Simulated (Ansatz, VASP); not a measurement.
## One calculation of Al2O3, two programs

INCAR

```
SYSTEM = Al2O3
ALGO     = Normal         ! electronic algorithm
EDIFF    = 1E-7           ! SCF threshold, eV
ENCUT    = 520            ! plane-wave cutoff, eV
GGA      = PS             ! functional
ISIF     = 2              ! what is computed and relaxed
ISMEAR   = 0              ! smearing method
LASPH    = .TRUE.         ! aspherical terms in the spheres
LCHARG   = .FALSE.        ! write CHGCAR
LREAL    = .FALSE.        ! projectors in reciprocal space
LWAVE    = .FALSE.        ! write WAVECAR
NBANDS   = 35             ! bands
NELM     = 80             ! most SCF steps
PREC     = Accurate       ! precision mode
SIGMA    = 0.05           ! smearing width, eV
```

The input KPOINTS:

```
k-points
0
G
  6 6 6
  0 0 0
```

POSCAR

```
Al2O3
1.0
    2.3866493474      1.3779326432      4.3377178304
   -2.3866493474      1.3779326432      4.3377178304
    0.0000000000     -2.7558652864      4.3377178304
Al O
4 6
Direct
    0.8635618459      0.8635618459      0.8635618459
    0.6364381541      0.6364381541      0.6364381541
    0.1364381541      0.1364381541      0.1364381541
    0.3635618459      0.3635618459      0.3635618459
    0.0558571577      0.4441428423      0.7500000000
    0.7500000000      0.0558571577      0.4441428423
    0.4441428423      0.7500000000      0.0558571577
    0.9441428423      0.5558571577      0.2500000000
    0.2500000000      0.9441428423      0.5558571577
    0.5558571577      0.2500000000      0.9441428423
```

Input for Ansatz:

```yaml
crystal:
  lattice:
    - [2.3866493474, 1.3779326432, 4.3377178304]
    - [-2.3866493474, 1.3779326432, 4.3377178304]
    - [0.0, -2.7558652864, 4.3377178304]
  atoms:
    - { symbol: Al, position: [0.8635618459, 0.8635618459, 0.8635618459] }
    - { symbol: Al, position: [0.6364381541, 0.6364381541, 0.6364381541] }
    - { symbol: Al, position: [0.1364381541, 0.1364381541, 0.1364381541] }
    - { symbol: Al, position: [0.3635618459, 0.3635618459, 0.3635618459] }
    - { symbol: O, position: [0.0558571577, 0.4441428423, 0.75] }
    - { symbol: O, position: [0.75, 0.0558571577, 0.4441428423] }
    - { symbol: O, position: [0.4441428423, 0.75, 0.0558571577] }
    - { symbol: O, position: [0.9441428423, 0.5558571577, 0.25] }
    - { symbol: O, position: [0.25, 0.9441428423, 0.5558571577] }
    - { symbol: O, position: [0.5558571577, 0.25, 0.9441428423] }
basis:
  ecutwfc: 520.0
kpoints:
  mp_grid: { grid: [6, 6, 6] }
hamiltonian:
  xc: pbesol
  pseudopotentials: { kind: paw, azcp: { folder: soft_1 } }
scf:
  occupations: { method: gaussian, width: 0.05 }
output:
  forces: true
  stress: true
  eigenvalues: true
```

Alike in both runs: task single point; functional PBEsol; k mesh 6 × 6 × 6; occupations gaussian, width 0.05 eV; no spin polarisation.

|  | VASP | Ansatz |
| --- | --- | --- |
| version | VASP 6.6.1 | Ansatz 0.2.0 |
| potentials or method | VASP PAW PBE potentials, release 64 (Al, O), cutoff 520 eV | scalar-relativistic, plane waves, PAW |
| valence electrons in the cell | 48 | 48 |

Ansatz gave:

* gap on the k mesh at the Fermi level (eV): 5.63
* least direct gap on the mesh (eV): 5.63
* pressure (GPa): 3.8
* traceless stress, the component that is largest in VASP (GPa): -6.62
* rms of the force components (eV/Å): 0.777

Q: What did VASP give for the same quantities?

A: gap on the k mesh at the Fermi level (eV): 5.64; least direct gap on the mesh (eV): 5.64; pressure (GPa): 4.0; traceless stress, the component that is largest in VASP (GPa): -6.82; rms of the force components (eV/Å): 0.788.

VASP's potentials were made for PBE, not for PBEsol, and Ansatz warns of the same on its side. Atom by atom the forces differ by 0.012 eV/Å (rms over components).
